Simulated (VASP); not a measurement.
Ge: single point with PBE

Crystal: Ge.

```
CELL_PARAMETERS angstrom
2.79321 0.00000 0.00000
-1.39660 2.41899 0.00000
0.00000 0.00000 2.59960
ATOMIC_POSITIONS crystal
Ge 0.00000 0.00000 0.00000
```

* Program: VASP 6.6.1
* Task: single point
* Functional: PBE
* Potentials or basis: VASP PAW PBE potentials, release 64 (Ge_d)
* Cutoff: 520 eV
* k mesh: 16 × 16 × 15
* Occupations: fermi-dirac, width 0.05 eV
* Spin: no spin polarisation

```
Pressure               : 7.9 GPa
Band gap on the k mesh : zero (band 7 reaches 14.84 eV, above the bottom of band 8 at 4.23 eV)
```

Levels at points of the mesh, in eV from the Fermi level:
```csv
k point,band 5,band 6,band 7,band 8,band 9,band 10
"(0.00, 0.00, 0.00)",-24.57,-13.82,7.29,8.84,8.84,10.66
"(0.50, 0.00, 0.00)",-24.58,-8.37,-6.08,4.30,8.32,11.55
```

Run time: 11 s on 1 thread of Intel(R) Xeon(R) 6975P-C (Granite Rapids), on a shared host, peak memory 0.17 GiB.
